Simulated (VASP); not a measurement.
# GaN in VASP: notebook, part 2 of 2

VASP 6.6.1.

## 4. Single point, PBEsol (equal xx and yy strain of +3 %)

The input, INCAR:

```
SYSTEM = GaN
PREC = Accurate
ENCUT = 520
EDIFF = 1E-7
ISMEAR = -1
SIGMA = 0.02
LREAL = .False.
LASPH = .True.
NELM = 100
ALGO = Normal
ISIF = 2
LWAVE = .False.
LCHARG = .False.
GGA = PS
NBANDS = 16
```

The input, KPOINTS:

```
Automatic mesh
0
Gamma
  13 13 13
  0 0 0
```

The input, POSCAR:

```
GaN
1.0
    0.0000000000      2.0522750000      1.9925000000
    2.0522750000      0.0000000000      1.9925000000
    2.0522750000      2.0522750000      0.0000000000
Ga N
1 1
Direct
    0.5000000000      0.5000000000      0.5000000000
    0.0000000000      0.0000000000      0.0000000000
```

Potentials or basis: VASP PAW PBE potentials, release 64 (Ga_d, N).

Launch:

```sh
$ cat potpaw_PBE.64/Ga_d/POTCAR potpaw_PBE.64/N/POTCAR > POTCAR
$ mpirun -np 1 vasp_std > vasp.out
```

OUTCAR:

```text
SYSTEM = GaN
   PREC = Accurate
   ENCUT = 520
   EDIFF = 1E-7
   ISMEAR = -1
   LREAL = .False.
   LASPH = .True.
   NELM = 100
   ISIF = 2
   GGA = PS

 ion  position               nearest neighbor table
   1  0.500  0.500  0.500-   2 1.99   2 1.99   2 2.05   2 2.05   2 2.05   2 2.05
   2  0.000  0.000  0.000-   1 1.99   1 1.99   1 2.05   1 2.05   1 2.05   1 2.05

  LATTYP: Found a body centered tetragonal cell.
 ALAT       =     2.9023551387
 C/A-ratio  =     1.3730228761

  Lattice vectors:

 A1 = (   0.0000000000,  -2.0522750000,  -1.9925000000)
[... 626 lines left out ...]
      4      -4.5817      2.00000
      5      -4.2589      2.00000
      6      -3.9285      2.00000
[... 8 lines left out ...]
     15      31.6386      0.00000
     16      34.4930      0.00000

 [... further k-points ...]
[... 5 lines left out ...]
  --------------------------------------------------------------------------------------
  -------------------------------------------------------------------------------------
  Total        3.2623771      3.2623771      4.4292500      0.0000000      0.0000000     -0.0000000
  in kB      311.4191468    311.4191468    422.8061978      0.0000000      0.0000000     -0.0000000
  external PRESSURE =     348.5481638 kB  Pullay stress =       0.0000000 kB

 VOLUME and BASIS-vectors are now :
 -----------------------------------------------------------------------------
  energy-cutoff  :      520.00
  volume of cell :       16.78
      direct lattice vectors                 reciprocal lattice vectors
     0.000000000  2.052275000  1.992500000    -0.243632067  0.243632067  0.250941029
     2.052275000  0.000000000  1.992500000     0.243632067 -0.243632067  0.250941029
     2.052275000  2.052275000  0.000000000     0.243632067  0.243632067 -0.250941029

 POSITION                                       TOTAL-FORCE (eV/Angst)
 -----------------------------------------------------------------------------------
      2.05227      2.05227      1.99250         0.000000     -0.000000     -0.000000
      0.00000      0.00000      0.00000        -0.000000      0.000000      0.000000
 -----------------------------------------------------------------------------------
    total drift:                                0.000000     -0.000000      0.000000

  FREE ENERGIE OF THE ION-ELECTRON SYSTEM (eV)
  ---------------------------------------------------
  free  energy   TOTEN  =       -12.0500016570 eV

  energy  without entropy=      -12.0500016570  energy(sigma->0) =      -12.05000166
```

Wall time 27 s (1 thread of Intel Xeon 6975P-C (Granite Rapids), shared host); peak memory 0.18 GiB.

Results:

```
Free energy            : -12.0500 eV
Pressure               : 34.9 GPa
Band gap on the k mesh : 1.16 eV, indirect (least direct gap 4.25 eV)
```

Levels at points of the mesh, in eV from the valence-band top:
```csv
k point,band 6,band 7,band 8,band 9,band 10,band 11,band 12,band 13
"(0.00, 0.00, 0.00)",-13.80,-0.89,-0.60,-0.60,3.65,15.23,15.23,15.46
```

Caveat: the cell differs from its parent crystal (equal xx and yy strain of +3 %); the PAW data sets were made with another functional, which shifts forces and pressure a little. A k mesh can miss the band edges.

## 5. Single point, PBEsol (volume scaled by 0.94)

Edit INCAR of step 4 so:

```diff
@@ -3,3 +3,3 @@
 ENCUT = 520
-EDIFF = 1E-7
+EDIFF = 1E-6
 ISMEAR = -1
@@ -8,3 +8,3 @@
 LASPH = .True.
-NELM = 100
+NELM = 60
 ALGO = Normal
```

KPOINTS is that of step 4.

The input, POSCAR:

```
GaN
1.0
    0.0000000000      1.9518253216      1.9518253216
    1.9518253216      0.0000000000      1.9518253216
    1.9518253216      1.9518253216      0.0000000000
Ga N
1 1
Direct
    0.5000000000      0.5000000000      0.5000000000
    0.0000000000      0.0000000000      0.0000000000
```

Potentials or basis: VASP PAW PBE potentials, release 64 (Ga_d, N).

Launch:

```sh
$ cat potpaw_PBE.64/Ga_d/POTCAR potpaw_PBE.64/N/POTCAR > POTCAR
$ mpirun -np 1 vasp_std > vasp.out
```

OUTCAR:

```text
SYSTEM = GaN
   PREC = Accurate
   ENCUT = 520
   EDIFF = 1E-6
   ISMEAR = -1
   LREAL = .False.
   LASPH = .True.
   NELM = 60
   ISIF = 2
   GGA = PS

 ion  position               nearest neighbor table
   1  0.500  0.500  0.500-   2 1.95   2 1.95   2 1.95   2 1.95   2 1.95   2 1.95
   2  0.000  0.000  0.000-   1 1.95   1 1.95   1 1.95   1 1.95   1 1.95   1 1.95

  LATTYP: Found a face centered cubic cell.
 ALAT       =     3.9036506432

  Lattice vectors:

[... 192 lines left out ...]
      6      -2.6956      2.00000
[... 433 lines left out ...]
      3      -3.0598      2.00000
      4      -2.9615      2.00000
      5      -2.4239      2.00000
      6      -2.1784      2.00000
[... 8 lines left out ...]
     15      34.7357      0.00000
     16      38.2930      0.00000

 [... further k-points ...]
[... 5 lines left out ...]
  --------------------------------------------------------------------------------------
  -------------------------------------------------------------------------------------
  Total        8.5876772      8.5876772      8.5876772      0.0000000      0.0000000     -0.0000000
  in kB      925.1953741    925.1953741    925.1953741      0.0000000      0.0000000     -0.0000000
  external PRESSURE =     925.1953741 kB  Pullay stress =       0.0000000 kB

 VOLUME and BASIS-vectors are now :
 -----------------------------------------------------------------------------
  energy-cutoff  :      520.00
  volume of cell :       14.87
      direct lattice vectors                 reciprocal lattice vectors
     0.000000000  1.951825322  1.951825322    -0.256170465  0.256170465  0.256170465
     1.951825322  0.000000000  1.951825322     0.256170465 -0.256170465  0.256170465
     1.951825322  1.951825322  0.000000000     0.256170465  0.256170465 -0.256170465

 POSITION                                       TOTAL-FORCE (eV/Angst)
 -----------------------------------------------------------------------------------
      1.95183      1.95183      1.95183        -0.000000      0.000000      0.000000
      0.00000      0.00000      0.00000         0.000000     -0.000000     -0.000000
 -----------------------------------------------------------------------------------
    total drift:                                0.000000     -0.000000      0.000000

  FREE ENERGIE OF THE ION-ELECTRON SYSTEM (eV)
  ---------------------------------------------------
  free  energy   TOTEN  =       -11.3352608356 eV

  energy  without entropy=      -11.3352608356  energy(sigma->0) =      -11.33526084
```

OSZICAR:

```text
N       E                     dE             d eps       ncg     rms          rms(c)
DAV:   1     0.685957224050E+02    0.68596E+02   -0.88769E+03  3080   0.229E+03
DAV:   2    -0.975654499842E+01   -0.78352E+02   -0.73643E+02  3144   0.324E+02
DAV:   3    -0.133345239395E+02   -0.35780E+01   -0.35676E+01  3032   0.595E+01
DAV:   4    -0.133634592617E+02   -0.28935E-01   -0.28933E-01  3368   0.544E+00
DAV:   5    -0.133637149048E+02   -0.25564E-03   -0.25564E-03  3184   0.476E-01    0.781E+00
DAV:   6    -0.114143445158E+02    0.19494E+01   -0.34915E+00  3984   0.500E+01    0.263E+00
DAV:   7    -0.113623357009E+02    0.52009E-01   -0.34308E-01  3104   0.549E+00    0.169E+00
DAV:   8    -0.113371709407E+02    0.25165E-01   -0.25119E-02  3672   0.309E+00    0.339E-01
DAV:   9    -0.113353110162E+02    0.18599E-02   -0.58584E-03  3560   0.272E+00    0.707E-02
DAV:  10    -0.113352607538E+02    0.50262E-04   -0.35855E-04  3024   0.234E-01    0.243E-02
DAV:  11    -0.113352625838E+02   -0.18300E-05   -0.55715E-05  3520   0.112E-01    0.225E-02
DAV:  12    -0.113352608440E+02    0.17398E-05   -0.44061E-06  3104   0.291E-02    0.664E-03
DAV:  13    -0.113352608356E+02    0.84128E-08   -0.24572E-07  1784   0.583E-03
   1 F= -.11335261E+02 E0= -.11335261E+02  d E =-.113905E-12
```

Wall time 25 s (1 thread of Intel Xeon 6975P-C, shared host); peak memory 0.15 GiB.

Results:

* Free energy: -11.3353 eV
* Pressure: 92.5 GPa
* Band gap on the k mesh: 2.27 eV, indirect (least direct gap 5.81 eV)

Levels at points of the mesh, in eV from the valence-band top:
| k point | band 7 | band 8 | band 9 | band 10 | band 11 | band 12 |
| --- | --- | --- | --- | --- | --- | --- |
| (0.00, 0.00, 0.00) | -0.89 | -0.89 | -0.89 | 5.31 | 16.09 | 16.09 |

Caveat: the PAW data sets were made with another functional, which shifts forces and pressure a little.

## 6. Summary

| cell | gap on the mesh (eV) | pressure (GPa) |
| --- | --- | --- |
| a = 2.860, b = 2.860, c = 2.818 Å, angles 60.5, 60.5, 59.0°, 2 atoms | 1.42 | 46.7 |
| a = 2.846, b = 2.846, c = 2.874 Å, angles 59.7, 59.7, 60.7°, 2 atoms | 1.36 | 42.2 |
| a = 2.860, b = 2.860, c = 2.902 Å, angles 59.5, 59.5, 61.0°, 2 atoms | 1.16 | 34.9 |
| a = 2.760 Å, angles 60.0°, 2 atoms | 2.27 | 92.5 |

Alike in all rows: task single point; level PBEsol; potentials or basis VASP PAW PBE potentials, release 64 (Ga_d, N); no spin polarisation; k mesh 13 × 13 × 13; cutoff (eV) 520; smearing fermi-dirac 0.02 eV.

Caveats: the PAW data sets were made with another functional, which shifts forces and pressure a little.

Absolute energies hang on the potentials; compare differences alone.
